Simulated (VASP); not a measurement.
# Ge (Cmmm) in VASP: notebook

The runs below take Ge through single point, with r2SCAN.

All numbers are computed with VASP 6.6.1; they aren't measurements. Logs are shortened: lines on timing, memory, paths and dates and some standing lists are left out, and cuts for length are marked.

### 1 The cell of the first run

It takes space group Cmmm (No. 65, orthorhombic). Conventional cell: a = 2.794 Å, b = 5.201 Å, c = 2.779 Å, α = 90.00°, β = 90.00°, γ = 90.00°. Ge (site symmetry mmm) has 8 Ge at 2.78 to 2.95 Å within 3.7 Å.

### 2 Single point, r2SCAN (strain +0.000 along x and y, +0.030 along z)

File POSCAR:

```
Ge
1.0
    1.3971490000     -2.6005160000      0.0000000000
    1.3971490000      2.6005160000      0.0000000000
    0.0000000000      0.0000000000      2.7791779300
Ge
1
Direct
    0.5000000000      0.5000000000      0.0000000000
```

File INCAR.step1:

```
SYSTEM = Ge
  PREC = Accurate
  ENCUT = 520
  ISMEAR = 0
  SIGMA = 0.15
  LREAL = .FALSE.
  LASPH = .TRUE.
  NELM = 60
  NBANDS = 13
  GGA = PE
  ALGO = Normal
  EDIFF = 1E-4
  LWAVE = .TRUE.
  LCHARG = .FALSE.
```

File INCAR.step2:

```
SYSTEM = Ge
  PREC = Accurate
  ENCUT = 520
  EDIFF = 1E-7
  ISMEAR = 0
  SIGMA = 0.15
  LREAL = .FALSE.
  LASPH = .TRUE.
  NELM = 60
  ALGO = Normal
  ISIF = 2
  LWAVE = .FALSE.
  LCHARG = .FALSE.
  METAGGA = R2SCAN
  LMIXTAU = .TRUE.
  NBANDS = 13
  ISTART = 1
```

File KPOINTS:

```
regular mesh
0
G
  20 20 18
  0 0 0
```

Potentials or basis: VASP PAW PBE potentials, release 64 (Ge_d).

Started as:

```console
$ cat potpaw_PBE.64/Ge_d/POTCAR > POTCAR
$ cp INCAR.step1 INCAR
$ mpirun -np 1 vasp_std > vasp.out
$ cp INCAR.step2 INCAR
$ mpirun -np 1 vasp_std > vasp.out
```

OUTCAR:

```text
SYSTEM = Ge
   PREC = Accurate
   ENCUT = 520
   EDIFF = 1E-7
   ISMEAR = 0
   LREAL = .FALSE.
   LASPH = .TRUE.
   NELM = 60
   ISIF = 2
   METAGGA = R2SCAN
   ISTART = 1

 ion  position               nearest neighbor table
   1  0.500  0.500  0.000-

  LATTYP: Found a base centered orthorhombic cell.
 ALAT       =     2.7942980000
 B/A-ratio  =     1.8613018368
 C/A-ratio  =     0.9945889558

  Lattice vectors:

 A1 = (   1.3971490000,  -2.6005160000,   0.0000000000)
 A2 = (   1.3971490000,   2.6005160000,   0.0000000000)
 A3 = (   0.0000000000,   0.0000000000,   2.7791779300)

Analysis of symmetry for initial positions (statically):
=====================================================================
 Subroutine PRICEL returns:
 Original cell was already a primitive cell.

 Routine SETGRP: Setting up the symmetry group for a
 base centered orthorhombic supercell.

 Subroutine GETGRP returns: Found  8 space group operations
 (whereof  8 operations were pure point group operations)
 out of a pool of  8 trial point group operations.

The static configuration has the point symmetry D_2h.

Analysis of symmetry for dynamics (positions and initial velocities):
=====================================================================
 Subroutine PRICEL returns:
 Original cell was already a primitive cell.

 Routine SETGRP: Setting up the symmetry group for a
 base centered orthorhombic supercell.

 Subroutine GETGRP returns: Found  8 space group operations
 (whereof  8 operations were pure point group operations)
 out of a pool of  8 trial point group operations.

The dynamic configuration has the point symmetry D_2h.

 Subroutine INISYM returns: Found  8 space group operations
 (whereof  8 operations are pure point group operations),
 and found     1 'primitive' translations

----------------------------------------------------------------------------------------

                                     Primitive cell

  volume of cell :      20.1952

  direct lattice vectors                    reciprocal lattice vectors
     1.397149000 -2.600516000  0.000000000     0.357871637 -0.192269534  0.000000000
     1.397149000  2.600516000  0.000000000     0.357871637  0.192269534  0.000000000
     0.000000000  0.000000000  2.779177930     0.000000000  0.000000000  0.359818632

  length of vectors
     2.952068562  2.952068562  2.779177930     0.406250763  0.406250763  0.359818632
[... 85 lines left out ...]
   ISIF   =      2    stress and relaxation
   ISYM   =      2    0-nonsym 1-usesym 2-fastsym
   POTIM  = 0.5000    time-step for ionic-motion
   TEBEG  =    0.0;   TEEND  =   0.0 temperature during run
   PSTRESS=    0.0 pullay stress
   NELECT =      14.0000    total number of electrons
   NUPDOWN=      -1.0000    fix difference up-down
   EMIN   =  10.00;   EMAX   =-10.00  energy-range for DOS
   EFERMI =   0.00;   METHOD = LEGACY
   ISMEAR =     0;   SIGMA  =   0.15  broadening in eV -4-tet -1-fermi 0-gaus
   EFERMI_NEDOS =   21; number of points for ismear=-14 and -15
   IALGO  =     38    algorithm
   IMIX   =      4    mixing-type and parameters
     AMIX     =   0.40;   BMIX     =  1.00
     AMIX_MAG =   1.60;   BMIX_MAG =  1.00
  volume/ion in A,a.u.               =      20.20       136.28
  Fermi-wavevector in a.u.,A,eV,Ry     =   1.448887  2.738000 28.562367  2.099275
  Thomas-Fermi vector in A             =   2.566677
   LORBIT       =      0    0 simple, 1 ext, 2 COOP (PROOUT), +10 PAW based schemes
   METAGGA = R2SCAN    functional components
   LHFCALC =     F    Hartree Fock is set to
   AEXX    =    0.0000 exact exchange contribution
   IVDW    =     0    specifies the selected vdW correction
   LEPSILON=     F    determine dielectric tensor
   LRPA    =     F    only Hartree local field effects (RPA)
 non-spin polarized calculation
 Gauss-broadening in eV      SIGMA  =   0.15
  energy-cutoff  :      520.00
  volume of cell :       20.20
 maximum number of plane-waves:       561
 NGX is ok and might be reduce to    24
   NGX = 11   NGY = 11   NGZ = 11

 number of electron      14.0000010 magnetization

 Free energy of the ion-electron system (eV)
  ---------------------------------------------------
  ext. energy  EPLUGINS =         0.00000000
  ---------------------------------------------------
  free energy    TOTEN  =       -13.45650663 eV

  energy without entropy =      -13.45151302  energy(sigma->0) =      -13.45400983

 E-fermi :   5.7976     XC(G=0): -11.9084

 val. band max:        5.7951615392   @ k =   0.3500   0.3000   0.5000
 cond. band min:       5.8002798159   @ k =   0.3000   0.2000   0.0000
 fundamental gap:      0.0051182767
 Fermi energy:         5.7976083403

 k-point     1 :       0.0000    0.0000    0.0000
  band No.  band energies     occupation
      1     -19.6640      2.00000
      2     -19.6214      2.00000
      3     -19.5682      2.00000
      4     -19.4688      2.00000
      5     -19.4503      2.00000
      6      -7.4733      2.00000
      7      11.8612      0.00000
      8      13.5246      0.00000
      9      15.1210      0.00000
     10      15.7825      0.00000
     11      19.1555      0.00000
     12      21.7711      0.00000
     13      21.8687      0.00000
[... 354 lines left out ...]
  band No.  band energies     occupation
      1     -19.6388      2.00000
      2     -19.5766      2.00000
      3     -19.5103      2.00000
      4     -19.4960      2.00000
      5     -19.4748      2.00000
      6      -4.7944      2.00000
      7       4.7527      2.00000
      8       9.5246      0.00000
      9      14.2865      0.00000
     10      15.6483      0.00000
     11      19.1698      0.00000
     12      25.6462      0.00000
     13      26.8893      0.00000

 [... further k-points ...]

------------------------ aborting loop because EDIFF is reached ----------------------------------------

  FORCE on cell =-STRESS in cart. coord.  units (eV):
  Direction    XX          YY          ZZ          XY          YZ          ZX
  --------------------------------------------------------------------------------------
  -------------------------------------------------------------------------------------
  Total       -0.3137366     -0.4734601     -1.0305692     -0.0000000      0.0000000      0.0000000
  in kB      -24.8901270    -37.5617080    -81.7596711     -0.0000000      0.0000000      0.0000000
  external PRESSURE =     -48.0705020 kB  Pullay stress =       0.0000000 kB

 VOLUME and BASIS-vectors are now :
 -----------------------------------------------------------------------------
  energy-cutoff  :      520.00
  volume of cell :       20.20
      direct lattice vectors                 reciprocal lattice vectors
     1.397149000 -2.600516000  0.000000000     0.357871637 -0.192269534  0.000000000
     1.397149000  2.600516000  0.000000000     0.357871637  0.192269534  0.000000000
     0.000000000  0.000000000  2.779177930     0.000000000  0.000000000  0.359818632

 POSITION                                       TOTAL-FORCE (eV/Angst)
 -----------------------------------------------------------------------------------
      1.39715      0.00000      0.00000         0.000000      0.000000      0.000000
 -----------------------------------------------------------------------------------
    total drift:                               -0.000000     -0.000000     -0.000000

  FREE ENERGIE OF THE ION-ELECTRON SYSTEM (eV)
  ---------------------------------------------------
  free  energy   TOTEN  =       -13.4565066325 eV

  energy  without entropy=      -13.4515130223  energy(sigma->0) =      -13.45400983
```

OSZICAR.step1:

```text
N       E                     dE             d eps       ncg     rms          rms(c)
DAV:   1     0.640503497992E+02    0.64050E+02   -0.71628E+03 31112   0.292E+03
DAV:   2     0.156275593154E+01   -0.62488E+02   -0.59624E+02 30835   0.415E+02
DAV:   3    -0.418144185731E+01   -0.57442E+01   -0.57144E+01 32976   0.727E+01
DAV:   4    -0.426653533961E+01   -0.85093E-01   -0.85080E-01 33265   0.962E+00
DAV:   5    -0.426743400718E+01   -0.89867E-03   -0.89866E-03 33754   0.111E+00    0.122E+00
DAV:   6    -0.426187627714E+01    0.55577E-02   -0.66164E-03 36381   0.178E+00    0.692E-01
DAV:   7    -0.426015456194E+01    0.17217E-02   -0.48012E-03 36102   0.128E+00    0.722E-02
DAV:   8    -0.426009954856E+01    0.55013E-04   -0.61991E-04 34915   0.559E-01
   1 F= -.42600995E+01 E0= -.42575322E+01  d E =-.513466E-02
```

Run time: 20 min. Hardware: 1 thread of Oxide Virtual Turin-like, shared host; peak memory 0.34 GiB.

Results:

```
Free energy            : -13.4565 eV
Pressure               : -4.8 GPa
Band gap on the k mesh : zero (bands 7 and 8 overlap by 9.13 eV)
```

Levels at points of the mesh, in eV from the Fermi level:
| k point | band 5 | band 6 | band 7 | band 8 | band 9 | band 10 |
| --- | --- | --- | --- | --- | --- | --- |
| (0.00, 0.00, 0.00) | -25.25 | -13.27 | 6.06 | 7.73 | 9.32 | 9.98 |
| (0.50, 0.00, 0.00) | -25.26 | -7.87 | -5.39 | 3.82 | 8.12 | 10.18 |
| (0.50, 0.50, 0.00) | -25.26 | -8.79 | -5.61 | 5.70 | 9.46 | 9.81 |
| (0.00, 0.00, 0.50) | -25.30 | -9.79 | -5.73 | 10.38 | 11.98 | 16.55 |
| (0.50, 0.00, 0.50) | -25.19 | -3.93 | -2.65 | -1.51 | 4.15 | 6.48 |
| (0.50, 0.50, 0.50) | -25.21 | -4.96 | -2.81 | -2.19 | 3.77 | 8.37 |

Caveat: the cell differs from its parent crystal (strain +0.000 along x and y, +0.030 along z); the stress differs along the axes, from -8 to -2 GPa; the PAW data sets were made with another functional, which shifts forces and pressure a little.

### 3 Single point, r2SCAN (strain +0.015 along x and y, +0.000 along z)

File POSCAR:

```
Ge
1.0
    1.4181062350     -2.6395237400      0.0000000000
    1.4181062350      2.6395237400      0.0000000000
    0.0000000000      0.0000000000      2.6982310000
Ge
1
Direct
    0.5000000000      0.5000000000      0.0000000000
```

File INCAR.step1:

```
SYSTEM = Ge
PREC = Accurate ; ENCUT = 520
ISMEAR = 0 ; SIGMA = 0.15
LREAL = .False. ; LASPH = .True.
NELM = 80 ; NBANDS = 13
GGA = PE ; ALGO = Normal
EDIFF = 1E-4 ; LWAVE = .True.
LCHARG = .False.
```

File INCAR.step2:

```
SYSTEM = Ge
PREC = Accurate ; ENCUT = 520
EDIFF = 1E-7 ; ISMEAR = 0
SIGMA = 0.15 ; LREAL = .False.
LASPH = .True. ; NELM = 80
ALGO = Normal ; ISIF = 2
LWAVE = .False. ; LCHARG = .False.
METAGGA = R2SCAN ; LMIXTAU = .True.
NBANDS = 13 ; ISTART = 1
```

File KPOINTS:

```
regular mesh
0
Gamma
  20 20 18
  0 0 0
```

Potentials or basis: VASP PAW PBE potentials, release 64 (Ge_d).

Started as:

```console
$ cat potpaw_PBE.64/Ge_d/POTCAR > POTCAR
$ cp INCAR.step1 INCAR
$ mpirun -np 1 vasp_std > vasp.out
$ cp INCAR.step2 INCAR
$ mpirun -np 1 vasp_std > vasp.out
```

OUTCAR:

```text
SYSTEM = Ge
   PREC = Accurate
   ENCUT = 520
   EDIFF = 1E-7
   ISMEAR = 0
   LREAL = .False.
   LASPH = .True.
   NELM = 80
   ISIF = 2
   METAGGA = R2SCAN
   ISTART = 1

 ion  position               nearest neighbor table
   1  0.500  0.500  0.000-

  LATTYP: Found a base centered orthorhombic cell.
 ALAT       =     2.8362124700
 B/A-ratio  =     1.8613018368
 C/A-ratio  =     0.9513500940

  Lattice vectors:

 A1 = (   1.4181062350,  -2.6395237400,   0.0000000000)
 A2 = (   1.4181062350,   2.6395237400,   0.0000000000)
 A3 = (   0.0000000000,   0.0000000000,   2.6982310000)

Analysis of symmetry for initial positions (statically):
=====================================================================
 Subroutine PRICEL returns:
 Original cell was already a primitive cell.

 Routine SETGRP: Setting up the symmetry group for a
 base centered orthorhombic supercell.

 Subroutine GETGRP returns: Found  8 space group operations
 (whereof  8 operations were pure point group operations)
 out of a pool of  8 trial point group operations.

The static configuration has the point symmetry D_2h.

Analysis of symmetry for dynamics (positions and initial velocities):
=====================================================================
 Subroutine PRICEL returns:
 Original cell was already a primitive cell.

 Routine SETGRP: Setting up the symmetry group for a
 base centered orthorhombic supercell.

 Subroutine GETGRP returns: Found  8 space group operations
 (whereof  8 operations were pure point group operations)
 out of a pool of  8 trial point group operations.

The dynamic configuration has the point symmetry D_2h.

 Subroutine INISYM returns: Found  8 space group operations
 (whereof  8 operations are pure point group operations),
 and found     1 'primitive' translations

----------------------------------------------------------------------------------------
[... 116 lines left out ...]
   METAGGA = R2SCAN    functional components
   LHFCALC =     F    Hartree Fock is set to
   AEXX    =    0.0000 exact exchange contribution
   IVDW    =     0    specifies the selected vdW correction
   LEPSILON=     F    determine dielectric tensor
   LRPA    =     F    only Hartree local field effects (RPA)
 non-spin polarized calculation
 Gauss-broadening in eV      SIGMA  =   0.15
  energy-cutoff  :      520.00
  volume of cell :       20.20
 maximum number of plane-waves:       559
   NGX = 11   NGY = 11   NGZ = 11

 number of electron      13.9999997 magnetization

 Free energy of the ion-electron system (eV)
  ---------------------------------------------------
  ext. energy  EPLUGINS =         0.00000000
  ---------------------------------------------------
  free energy    TOTEN  =       -13.46282453 eV

  energy without entropy =      -13.45791570  energy(sigma->0) =      -13.46037011

 E-fermi :   5.8083     XC(G=0): -11.9082

 val. band max:        5.8030401299   @ k =  -0.3000   0.2000   0.2778
 cond. band min:       5.8110722318   @ k =  -0.3500   0.3500   0.3333
 fundamental gap:      0.0080321019
 Fermi energy:         5.8082591765

 k-point     1 :       0.0000    0.0000    0.0000
  band No.  band energies     occupation
      1     -19.6844      2.00000
      2     -19.6173      2.00000
      3     -19.5696      2.00000
      4     -19.4646      2.00000
      5     -19.4470      2.00000
      6      -7.4590      2.00000
      7      12.8590      0.00000
      8      13.0102      0.00000
      9      14.3691      0.00000
     10      16.4262      0.00000
     11      18.7582      0.00000
     12      21.1876      0.00000
     13      21.3657      0.00000
[... 354 lines left out ...]
  band No.  band energies     occupation
      1     -19.6540      2.00000
      2     -19.5877      2.00000
      3     -19.5181      2.00000
      4     -19.4859      2.00000
      5     -19.4687      2.00000
      6      -4.8920      2.00000
      7       4.4479      2.00000
      8       9.1123      0.00000
      9      15.2133      0.00000
     10      15.3053      0.00000
     11      20.1061      0.00000
     12      26.5634      0.00000
     13      27.1321      0.00000

 [... further k-points ...]

------------------------ aborting loop because EDIFF is reached ----------------------------------------

  FORCE on cell =-STRESS in cart. coord.  units (eV):
  Direction    XX          YY          ZZ          XY          YZ          ZX
  --------------------------------------------------------------------------------------
  -------------------------------------------------------------------------------------
  Total       -0.6564703     -0.7449040     -0.4556855      0.0000000      0.0000000      0.0000000
  in kB      -52.0693521    -59.0836671    -36.1436791      0.0000000      0.0000000      0.0000000
  external PRESSURE =     -49.0988994 kB  Pullay stress =       0.0000000 kB

 VOLUME and BASIS-vectors are now :
 -----------------------------------------------------------------------------
  energy-cutoff  :      520.00
  volume of cell :       20.20
      direct lattice vectors                 reciprocal lattice vectors
     1.418106235 -2.639523740  0.000000000     0.352582894 -0.189428113  0.000000000
     1.418106235  2.639523740  0.000000000     0.352582894  0.189428113  0.000000000
     0.000000000  0.000000000  2.698231000     0.000000000  0.000000000  0.370613191

 POSITION                                       TOTAL-FORCE (eV/Angst)
 -----------------------------------------------------------------------------------
      1.41811      0.00000      0.00000        -0.000000      0.000000      0.000000
 -----------------------------------------------------------------------------------
    total drift:                               -0.000000     -0.000000     -0.000000

  FREE ENERGIE OF THE ION-ELECTRON SYSTEM (eV)
  ---------------------------------------------------
  free  energy   TOTEN  =       -13.4628245298 eV

  energy  without entropy=      -13.4579156965  energy(sigma->0) =      -13.46037011
```

OUTCAR.step1:

```text
SYSTEM = Ge
   PREC = Accurate
   ENCUT = 520
   ISMEAR = 0
   LREAL = .False.
   LASPH = .True.
   NELM = 80
[... 602 lines left out ...]
 -----------------------------------------------------------------------------------
      1.41811      0.00000      0.00000        -0.000000     -0.000000      0.000000
 -----------------------------------------------------------------------------------
    total drift:                               -0.000000     -0.000000     -0.000000

  FREE ENERGIE OF THE ION-ELECTRON SYSTEM (eV)
  ---------------------------------------------------
  free  energy   TOTEN  =        -4.2642018475 eV

  energy  without entropy=       -4.2591067531  energy(sigma->0) =       -4.26165430
```

It took 17 min on 1 thread of Oxide Virtual Turin-like, shared host; peak memory 0.33 GiB.

What came out:

```
Free energy            : -13.4628 eV
Pressure               : -4.9 GPa
Band gap on the k mesh : zero (bands 7 and 8 overlap by 9.97 eV)
```

Caveat: the cell differs from its parent crystal (strain +0.015 along x and y, +0.000 along z); the cell stands under tension; the PAW data sets were made with another functional, which shifts forces and pressure a little.

### 4 Single point, r2SCAN (strain +0.015 along x and y, -0.030 along z)

POSCAR, as its differences from that of step 3:

```diff
@@ -4,3 +4,3 @@
     1.4181062350      2.6395237400      0.0000000000
-    0.0000000000      0.0000000000      2.6982310000
+    0.0000000000      0.0000000000      2.6172840700
 Ge
```

File INCAR.step1:

```
PREC = Accurate
ENCUT = 520
ISMEAR = 0
SIGMA = 0.15
LREAL = False
LASPH = True
NELM = 80
NBANDS = 13
GGA = PE
ALGO = Normal
EDIFF = 1E-4
LWAVE = True
LCHARG = False
```

File INCAR.step2:

```
PREC = Accurate
ENCUT = 520
EDIFF = 1E-6
ISMEAR = 0
SIGMA = 0.15
LREAL = False
LASPH = True
NELM = 80
ALGO = Normal
ISIF = 2
LWAVE = False
LCHARG = False
METAGGA = R2SCAN
LMIXTAU = True
NBANDS = 13
ISTART = 1
```

File KPOINTS:

```
regular mesh
0
Gamma
  20 20 18
```

Started as:

```console
$ cat potpaw_PBE.64/Ge_d/POTCAR > POTCAR
$ cp INCAR.step1 INCAR
$ mpirun -np 1 vasp_std > vasp.out
$ cp INCAR.step2 INCAR
$ mpirun -np 1 vasp_std > vasp.out
```

It took 9.4 min on 1 thread of Oxide Virtual Turin-like, shared host; peak memory 0.32 GiB.

Results (log left out):

```
Free energy            : -13.4661 eV
Pressure               : -3.0 GPa
Band gap on the k mesh : zero (bands 7 and 8 overlap by 10.00 eV)
```

Stress tensor (GPa, compression positive):
```
-4.92  0.00  0.00
 0.00 -5.84  0.00
 0.00  0.00  1.81
```

Levels at points of the mesh, in eV from the Fermi level:
| k point | band 5 | band 6 | band 7 | band 8 | band 9 | band 10 |
| --- | --- | --- | --- | --- | --- | --- |
| (0.00, 0.00, 0.00) | -25.27 | -13.54 | 6.79 | 8.23 | 8.29 | 10.96 |
| (0.50, 0.00, 0.00) | -25.30 | -8.51 | -5.63 | 3.13 | 7.49 | 12.07 |
| (0.50, 0.50, 0.00) | -25.28 | -9.38 | -5.82 | 4.92 | 9.14 | 11.40 |
| (0.00, 0.00, 0.50) | -25.28 | -9.04 | -5.95 | 10.29 | 11.80 | 16.61 |
| (0.50, 0.00, 0.50) | -25.19 | -3.45 | -2.13 | -2.09 | 4.13 | 6.61 |
| (0.50, 0.50, 0.50) | -25.21 | -4.45 | -2.76 | -2.24 | 3.79 | 8.42 |

Caveat: the cell differs from its parent crystal (strain +0.015 along x and y, -0.030 along z); the stress differs along the axes, from -6 to 2 GPa; the PAW data sets were made with another functional, which shifts forces and pressure a little.

(Continued in part 2 of 2.)
